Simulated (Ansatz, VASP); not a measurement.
# One calculation of GeAu, two programs

```
Au Ge
1.0
     3.21787    0.00000    0.00000
     0.00000    3.21787    0.00000
     0.00000    0.00000    3.21787
Au Ge
1 1
Direct
  0.00000 0.00000 0.00000
  0.50000 0.50000 0.50000
```

Alike in both runs: task single point; functional PBEsol; k mesh 10 × 10 × 10; occupations gaussian, width 0.05 eV; no spin polarisation.

|  | VASP | Ansatz |
| --- | --- | --- |
| version | VASP 6.6.1 | Ansatz 0.2.0 |
| potentials or method | VASP PAW PBE potentials, release 64 (Au, Ge_d), cutoff 520 eV | scalar-relativistic, plane waves, PAW |
| valence electrons in the cell | 25 | 33 |

```tsv
	VASP	Ansatz	Ansatz less VASP
pressure (GPa)	8.9	9.0	+0.08
```

VASP's potentials were made for PBE, not for PBEsol. With one functional, cell and mesh, what is left measures potentials, basis and numerics. VASP's potentials hold 25 valence electrons a cell and Ansatz's 33, so a difference there can come from the potentials and not from the codes.

Neither program's run includes spin-orbit coupling.
